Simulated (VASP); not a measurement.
The system is SiC.

```
Si C
1.0
     5.06184    0.00000    0.00000
     0.00000    5.06184    0.00000
     0.00000    0.00000    2.76332
Si C
4 4
Direct
  0.66924 0.66924 0.50000
  0.16924 0.83076 0.25000
  0.33076 0.33076 0.00000
  0.83076 0.16924 0.75000
  0.83076 0.83076 0.00000
  0.33076 0.66924 0.75000
  0.16924 0.16924 0.50000
  0.66924 0.33076 0.25000
```

The cell was generated, and may not be a known phase.

| Property | Result |
| --- | --- |
| Program | VASP 6.6.1 |
| Task | relaxation of cell and atoms |
| Functional | PBE |
| Potentials or basis | VASP PAW PBE potentials, release 64 (Si, C) |
| Cutoff | 600 eV |
| k mesh | 4 × 4 × 6 |
| Occupations | gaussian, width 0.1 eV |
| Spin | no spin polarisation |

At the start: pressure 46.2 GPa; volume 8.85 Å³/atom.

Task: Where does the relaxation end?

Result: Over 8 steps the energy falls by 202.6 meV/atom and the volume is 10.46 Å³/atom (+18.2 %); space group P4_12_12 (No. 92, to 0.1 Å) before and after.

The path:
```tsv
step	energy change (eV)	largest force (eV/Å)	pressure (GPa)	volume (Å³)
1	0.0000	0.2588	46.16	70.80
2	-0.0172	0.3429	-25.57	100.26
3	-1.6089	0.3181	-1.11	83.86
4	-1.6103	0.3167	-0.22	83.49
5	-1.6100	0.3153	0.44	83.23
6	-1.6171	0.1771	0.68	83.33
7	-1.6202	0.0436	0.56	83.29
8	-1.6209	0.0224	-0.35	83.66
```

Final structure:
```
Si C
1.0
     5.33756    0.00000    0.00000
     0.00000    5.33756    0.00000
     0.00000    0.00000    2.93663
Si C
4 4
Direct
  0.67157 0.67157 0.50000
  0.17157 0.82843 0.25000
  0.32843 0.32843 0.00000
  0.82843 0.17157 0.75000
  0.82915 0.82915 0.00000
  0.32915 0.67085 0.75000
  0.17085 0.17085 0.50000
  0.67085 0.32915 0.25000
```

Caveat: the volume moved by over 15 % at a fixed basis, so the end points are rough.
